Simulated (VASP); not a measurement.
Zr, 1 atom in the cell. The cell holds a cluster in a box, 1 atom: a = 9.000 Å, b = 9.100 Å, c = 9.200 Å, α = 90.00°, β = 90.00°, γ = 90.00°. 

```yaml
Program: VASP 6.6.1
Task: single point
Functional: PBE
Potentials_or_basis: VASP PAW PBE potentials, release 64 (Zr_sv)
Cutoff: 400 eV
k_mesh: 1 × 1 × 1
Occupations: fermi-dirac, width 0.1 eV
Spin: collinear spin, ferromagnetic start
Starting_moments: "[2.7] μB"
Dipole_correction: no
Further_INCAR_settings: ALGO = Normal; EDIFF = 1e-06; NBANDS = 16
```

Potentials or basis: VASP PAW PBE potentials, release 64 (Zr_sv).

The run is started by

```console
$ cat potpaw_PBE.64/Zr_sv/POTCAR > POTCAR
$ mpirun -np 1 vasp_gam > vasp.out
```

Hardware: 1 thread of Intel(R) Xeon(R) Platinum 8259CL CPU @ 2.50GHz (Skylake/Cascade Lake), on a shared host.

**Question.** How long does it take, and how much memory?

**Answer.** It took 110 s on 1 thread of Intel(R) Xeon(R) Platinum 8259CL CPU @ 2.50GHz (Skylake/Cascade Lake), on a shared host, peak memory 0.61 GiB. Counts: scf iterations 35, k points 1.
